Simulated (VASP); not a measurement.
# Si2W (nc) (I4/mmm) in VASP: single point with PBE

Aim: the single point of Si2W (nc) with PBE.

All numbers are computed with VASP 6.6.1; they aren't measurements. Logs are shortened: lines on timing, memory, paths and dates and some standing lists are left out, and cuts for length are marked.

### 1 The cell of the first run

Symmetry: I4/mmm, No. 139, tetragonal system. Conventional cell: a = 3.229 Å, b = 3.229 Å, c = 7.867 Å, α = 90.00°, β = 90.00°, γ = 90.00°. Si (site symmetry 4mm) has 9 Si at 2.60 to 3.23 Å and 5 W at 2.63 Å within 3.4 Å. Within 3.5 Å of W (site symmetry 4/mmm) lie 10 Si at 2.63 Å and 4 W at 3.23 Å.

### 2 Single point, PBE

INCAR

```
PREC = Accurate
ENCUT = 500
EDIFF = 1E-6
ISMEAR = 0
SIGMA = 0.1
LREAL = False
LASPH = True
NELM = 120
ALGO = Normal
ISIF = 2
LWAVE = False
LCHARG = True
GGA = PE
LELF = True
LVHAR = True
NBANDS = 18
GGA_COMPAT = False
```

KPOINTS

```
Automatic mesh
0
Gamma
  18 18 18
```

POSCAR

```
Si2W
1.0
   -1.6147261536      1.6147261536      3.9337085586
    1.6147261536     -1.6147261536      3.9337085586
    1.6147261536      1.6147261536     -3.9337085586
Si W
2 1
Direct
    0.3345504025      0.3345504025      0.0000000000
    0.6654495975      0.6654495975      0.0000000000
    0.0000000000      0.0000000000      0.0000000000
```

Potentials or basis: VASP PAW PBE potentials, release 64 (Si, W_sv).

Command:

```
$ cat potpaw_PBE.64/Si/POTCAR potpaw_PBE.64/W_sv/POTCAR > POTCAR
$ mpirun -np 1 vasp_std > vasp.out
```

OUTCAR:

```text
PREC = Accurate
   ENCUT = 500
   EDIFF = 1E-6
   ISMEAR = 0
   LREAL = False
   LASPH = True
   NELM = 120
   ISIF = 2
   GGA = PE

 ion  position               nearest neighbor table
   1  0.335  0.335  0.000-   2 2.60   3 2.63   3 2.63   3 2.63   3 2.63   3 2.63   2 2.64   2 2.64
                             2 2.64   2 2.64
   2  0.665  0.665  0.000-   1 2.60   3 2.63   3 2.63   3 2.63   3 2.63   3 2.63   1 2.64   1 2.64
                             1 2.64   1 2.64
   3  0.000  0.000  0.000-   2 2.63   2 2.63   2 2.63   1 2.63   2 2.63   1 2.63   1 2.63   1 2.63
                             1 2.63   2 2.63

  LATTYP: Found a body centered tetragonal cell.
 ALAT       =     3.2294523072
 C/A-ratio  =     2.4361459371

  Lattice vectors:

 A1 = (  -1.6147261536,   1.6147261536,   3.9337085586)
 A2 = (   1.6147261536,  -1.6147261536,   3.9337085586)
 A3 = (   1.6147261536,   1.6147261536,  -3.9337085586)

Analysis of symmetry for initial positions (statically):
=====================================================================
 Subroutine PRICEL returns:
 Original cell was already a primitive cell.

 Routine SETGRP: Setting up the symmetry group for a
 body centered tetragonal supercell.

 Subroutine GETGRP returns: Found 16 space group operations
 (whereof 16 operations were pure point group operations)
 out of a pool of 16 trial point group operations.

The static configuration has the point symmetry D_4h.

Analysis of symmetry for dynamics (positions and initial velocities):
=====================================================================
 Subroutine PRICEL returns:
 Original cell was already a primitive cell.

 Routine SETGRP: Setting up the symmetry group for a
 body centered tetragonal supercell.

 Subroutine GETGRP returns: Found 16 space group operations
 (whereof 16 operations were pure point group operations)
 out of a pool of 16 trial point group operations.

The dynamic configuration has the point symmetry D_4h.

 Subroutine INISYM returns: Found 16 space group operations
 (whereof 16 operations are pure point group operations),
 and found     1 'primitive' translations

----------------------------------------------------------------------------------------

                                     Primitive cell

  volume of cell :      41.0261

  direct lattice vectors                    reciprocal lattice vectors
    -1.614726154  1.614726154  3.933708559     0.000000000  0.309650029  0.127106519
     1.614726154 -1.614726154  3.933708559     0.309650029  0.000000000  0.127106519
     1.614726154  1.614726154 -3.933708559     0.309650029  0.309650029  0.000000000

  length of vectors
     4.548488114  4.548488114  4.548488114     0.334722583  0.334722583  0.437911270

  position of ions in fractional coordinates (direct lattice)
     0.334550402  0.334550402  0.000000000
     0.665449598  0.665449598  0.000000000
     0.000000000  0.000000000  0.000000000

  ion indices of the primitive-cell ions
   primitive index   ion index
                 1           1
                 2           2
                 3           3

----------------------------------------------------------------------------------------

 KPOINTS: Automatic mesh

Automatic generation of k-mesh.
 Grid dimensions read from file:
 generate k-points for:   18   18   18

 Generating k-lattice:

  Cartesian coordinates                     Fractional coordinates (reciprocal lattice)
     0.000000000  0.017202779  0.007061473     0.055555556 -0.000000000  0.000000000
     0.017202779  0.000000000  0.007061473    -0.000000000  0.055555556  0.000000000
     0.017202779  0.017202779  0.000000000     0.000000000  0.000000000  0.055555556

  Length of vectors
     0.018595699  0.018595699  0.024328404

  Shift w.r.t. Gamma in fractional coordinates (k-lattice)
     0.000000000  0.000000000  0.000000000

 Subroutine IBZKPT returns following result:
 ===========================================

 Found    480 irreducible k-points:

 Following reciprocal coordinates:
            Coordinates               Weight
  0.000000  0.000000  0.000000      1.000000
  0.055556 -0.000000  0.000000      8.000000
  0.111111 -0.000000  0.000000      8.000000
  0.166667 -0.000000  0.000000      8.000000
  0.222222  0.000000 -0.000000      8.000000
  0.277778 -0.000000  0.000000      8.000000
[... 16 lines left out ...]
 -0.277778  0.055556 -0.000000     16.000000
 -0.222222  0.055556  0.000000     16.000000
 [... further k-points ...]
   k-points           NKPTS =    480   k-points in BZ     NKDIM =    480   number of bands    NBANDS=     18
   number of dos      NEDOS =    301   number of ions     NIONS =      3
   total plane-waves  NPLWV =  46656
   dimension x,y,z NGX =    36 NGY =   36 NGZ =   36
   dimension x,y,z NGXF=    72 NGYF=   72 NGZF=   72
   ions per type =               2   1
   NGX,Y,Z   is equivalent  to a cutoff of  13.16, 13.16, 13.16 a.u.
   NGXF,Y,Z  is equivalent  to a cutoff of  26.32, 26.32, 26.32 a.u.
 SYSTEM =  unknown system
   PREC   = accura    normal or accurate (medium, high low for compatibility)
   ISTART =      0    job   : 0-new  1-cont  2-samecut
   ICHARG =      2    charge: 1-file 2-atom 10-const
   ISPIN  =      1    spin polarized calculation?
   LNONCOLLINEAR =      F non collinear calculations
   LSORBIT =      F    spin-orbit coupling
   LASPH  =      T    aspherical Exc in radial PAW
   ENCUT  =  500.0 eV  36.75 Ry    6.06 a.u.   8.29  8.29  8.29*2*pi/ulx,y,z
   NELM   =    120;   NELMIN=  2; NELMDL= -5     # of ELM steps
   EDIFF  = 0.1E-05   stopping-criterion for ELM
   LREAL  =      F    real-space projection
   EDIFFG = 0.1E-04   stopping-criterion for IOM
   NSW    =      0    number of steps for IOM
   IBRION =     -1    ionic relax: 0-MD 1-quasi-New 2-CG
   NFREE  =      0    steps in history (QN), initial steepest desc. (CG)
   ISIF   =      2    stress and relaxation
   ISYM   =      2    0-nonsym 1-usesym 2-fastsym
   POTIM  = 0.5000    time-step for ionic-motion
   TEBEG  =    0.0;   TEEND  =   0.0 temperature during run
   PSTRESS=    0.0 pullay stress
   NELECT =      22.0000    total number of electrons
   NUPDOWN=      -1.0000    fix difference up-down
   EMIN   =  10.00;   EMAX   =-10.00  energy-range for DOS
   EFERMI =   0.00;   METHOD = LEGACY
   ISMEAR =     0;   SIGMA  =   0.10  broadening in eV -4-tet -1-fermi 0-gaus
   EFERMI_NEDOS =   21; number of points for ismear=-14 and -15
   IALGO  =     38    algorithm
   IMIX   =      4    mixing-type and parameters
     AMIX     =   0.40;   BMIX     =  1.00
     AMIX_MAG =   1.60;   BMIX_MAG =  1.00
  volume/ion in A,a.u.               =      13.68        92.29
  Fermi-wavevector in a.u.,A,eV,Ry     =   1.330033  2.513398 24.068540  1.768988
  Thomas-Fermi vector in A             =   2.459150
   LORBIT       =      0    0 simple, 1 ext, 2 COOP (PROOUT), +10 PAW based schemes
   GGA     = PE    functional components
   LHFCALC =     F    Hartree Fock is set to
   AEXX    =    0.0000 exact exchange contribution
   IVDW    =     0    specifies the selected vdW correction
   LEPSILON=     F    determine dielectric tensor
   LRPA    =     F    only Hartree local field effects (RPA)
 non-spin polarized calculation
 Gauss-broadening in eV      SIGMA  =   0.10
  energy-cutoff  :      500.00
  volume of cell :       41.03
 maximum number of plane-waves:      1062
 NGX is ok and might be reduce to    36
   NGX = 17   NGY = 17   NGZ = 17

 number of electron      22.0000000 magnetization

 Free energy of the ion-electron system (eV)
  ---------------------------------------------------
  ext. energy  EPLUGINS =         0.00000000
  ---------------------------------------------------
  free energy    TOTEN  =       -24.81570036 eV

  energy without entropy =      -24.81479341  energy(sigma->0) =      -24.81524689

 E-fermi :  11.7541     XC(G=0): -12.4596

 val. band max:       11.7341177228   @ k =  -0.3889   0.5000   0.3333
 cond. band min:      11.7913433060   @ k =  -0.3889  -0.4444   0.3889
 fundamental gap:      0.0572255831
 Fermi energy:        11.7541355621

 k-point     1 :       0.0000    0.0000    0.0000
  band No.  band energies     occupation
      1     -62.1311      2.00000
      2     -26.3780      2.00000
      3     -26.3645      2.00000
      4     -26.3645      2.00000
      5      -2.2050      2.00000
      6       4.9968      2.00000
[... 10 lines left out ...]
     17      17.3491      0.00000
     18      17.3491      0.00000

 k-point     2 :       0.0556   -0.0000    0.0000
  band No.  band energies     occupation
      1     -62.1309      2.00000
      2     -26.3776      2.00000
      3     -26.3707      2.00000
      4     -26.3639      2.00000
      5      -2.1467      2.00000
      6       5.0000      2.00000
[... 10 lines left out ...]
     17      17.3531      0.00000
     18      17.5756      0.00000

 k-point     3 :       0.1111   -0.0000    0.0000
  band No.  band energies     occupation
      1     -62.1303      2.00000
      2     -26.3888      2.00000
      3     -26.3762      2.00000
      4     -26.3623      2.00000
      5      -1.9732      2.00000
      6       4.9999      2.00000
[... 10 lines left out ...]
     17      17.4081      0.00000
     18      18.1305      0.00000

 k-point     4 :       0.1667   -0.0000    0.0000
  band No.  band energies     occupation
      1     -62.1294      2.00000
      2     -26.4162      2.00000
      3     -26.3741      2.00000
      4     -26.3598      2.00000
      5      -1.6881      2.00000
      6       4.9624      2.00000
[... 10 lines left out ...]
     17      17.6866      0.00000
     18      18.8988      0.00000

 k-point     5 :       0.2222    0.0000   -0.0000
  band No.  band energies     occupation
      1     -62.1283      2.00000
      2     -26.4498      2.00000
      3     -26.3716      2.00000
      4     -26.3567      2.00000
      5      -1.2975      2.00000
      6       4.8173      2.00000
[... 10 lines left out ...]
     17      18.2883      0.00000
     18      19.8254      0.00000

 k-point     6 :       0.2778   -0.0000    0.0000
  band No.  band energies     occupation
      1     -62.1270      2.00000
      2     -26.4852      2.00000
      3     -26.3689      2.00000
      4     -26.3534      2.00000
      5      -0.8099      2.00000
      6       4.4855      2.00000
[... 10 lines left out ...]
     17      18.8395      0.00000
     18      20.4761      0.00000

 k-point     7 :       0.3333    0.0000    0.0000
  band No.  band energies     occupation
      1     -62.1259      2.00000
      2     -26.5183      2.00000
      3     -26.3663      2.00000
      4     -26.3504      2.00000
      5      -0.2358      2.00000
      6       3.9668      2.00000
[... 10 lines left out ...]
     17      18.8377      0.00000
     18      20.4158      0.00000

 k-point     8 :       0.3889    0.0000    0.0000
  band No.  band energies     occupation
      1     -62.1250      2.00000
      2     -26.5451      2.00000
      3     -26.3642      2.00000
      4     -26.3478      2.00000
      5       0.4113      2.00000
      6       3.3221      2.00000
[... 10 lines left out ...]
     17      18.5896      0.00000
     18      19.3938      0.00000
[... 229 lines left out ...]
     17      18.5407      0.00000
     18      18.6764      0.00000

 k-point    20 :      -0.4444    0.0556    0.0000
  band No.  band energies     occupation
      1     -62.1241      2.00000
      2     -26.5617      2.00000
      3     -26.3620      2.00000
      4     -26.3521      2.00000
      5       1.0595      2.00000
      6       2.7227      2.00000
[... 10 lines left out ...]
     17      18.6447      0.00000
     18      19.1829      0.00000

 k-point    21 :      -0.3889    0.0556    0.0000
  band No.  band energies     occupation
      1     -62.1248      2.00000
      2     -26.5443      2.00000
      3     -26.3632      2.00000
      4     -26.3538      2.00000
      5       0.3625      2.00000
      6       3.4408      2.00000
[... 10 lines left out ...]
     17      18.8037      0.00000
     18      20.0776      0.00000

 k-point    22 :      -0.3333    0.0556    0.0000
  band No.  band energies     occupation
      1     -62.1257      2.00000
      2     -26.5175      2.00000
      3     -26.3652      2.00000
      4     -26.3563      2.00000
      5      -0.2750      2.00000
      6       4.1143      2.00000
[... 10 lines left out ...]
     17      18.9609      0.00000
     18      19.8932      0.00000

 k-point    23 :      -0.2778    0.0556   -0.0000
  band No.  band energies     occupation
      1     -62.1268      2.00000
      2     -26.4844      2.00000
      3     -26.3677      2.00000
      4     -26.3594      2.00000
      5      -0.8361      2.00000
      6       4.6988      2.00000
[... 10 lines left out ...]
     17      18.6437      0.00000
     18      19.7573      0.00000

 k-point    24 :      -0.2222    0.0556    0.0000
  band No.  band energies     occupation
      1     -62.1281      2.00000
      2     -26.4490      2.00000
      3     -26.3704      2.00000
      4     -26.3628      2.00000
      5      -1.3086      2.00000
      6       5.0902      2.00000
[... 10 lines left out ...]
     17      17.9543      0.00000
     18      19.8832      0.00000

 [... further k-points ...]

------------------------ aborting loop because EDIFF is reached ----------------------------------------

  FORCE on cell =-STRESS in cart. coord.  units (eV):
  Direction    XX          YY          ZZ          XY          YZ          ZX
  --------------------------------------------------------------------------------------
  -------------------------------------------------------------------------------------
  Total        0.0039068      0.0039068     -0.0095845      0.0000000      0.0000000     -0.0000000
  in kB        0.1525696      0.1525696     -0.3743011      0.0000000      0.0000000     -0.0000000
  external PRESSURE =      -0.0230540 kB  Pullay stress =       0.0000000 kB

 VOLUME and BASIS-vectors are now :
 -----------------------------------------------------------------------------
  energy-cutoff  :      500.00
  volume of cell :       41.03
      direct lattice vectors                 reciprocal lattice vectors
    -1.614726154  1.614726154  3.933708559     0.000000000  0.309650029  0.127106519
     1.614726154 -1.614726154  3.933708559     0.309650029  0.000000000  0.127106519
     1.614726154  1.614726154 -3.933708559     0.309650029  0.309650029  0.000000000

 POSITION                                       TOTAL-FORCE (eV/Angst)
 -----------------------------------------------------------------------------------
      0.00000      0.00000      2.63205        -0.000000     -0.000000      0.000559
      0.00000      0.00000      5.23537         0.000000      0.000000     -0.000559
      0.00000      0.00000      0.00000        -0.000000     -0.000000      0.000000
 -----------------------------------------------------------------------------------
    total drift:                               -0.000000     -0.000000      0.000000

  FREE ENERGIE OF THE ION-ELECTRON SYSTEM (eV)
  ---------------------------------------------------
  free  energy   TOTEN  =       -24.8157003607 eV

  energy  without entropy=      -24.8147934112  energy(sigma->0) =      -24.81524689
```

Wall time 19 min (1 thread of AMD EPYC 7R13, shared host); peak memory 0.42 GiB.

Results:

```
Free energy            : -24.8157 eV
Pressure               : 0.0 GPa
Band gap on the k mesh : zero (band 11 reaches 12.48 eV, above the bottom of band 12 at 11.24 eV)
```

Caveat: spin-orbit coupling is left out, which moves the levels of the heavy elements.
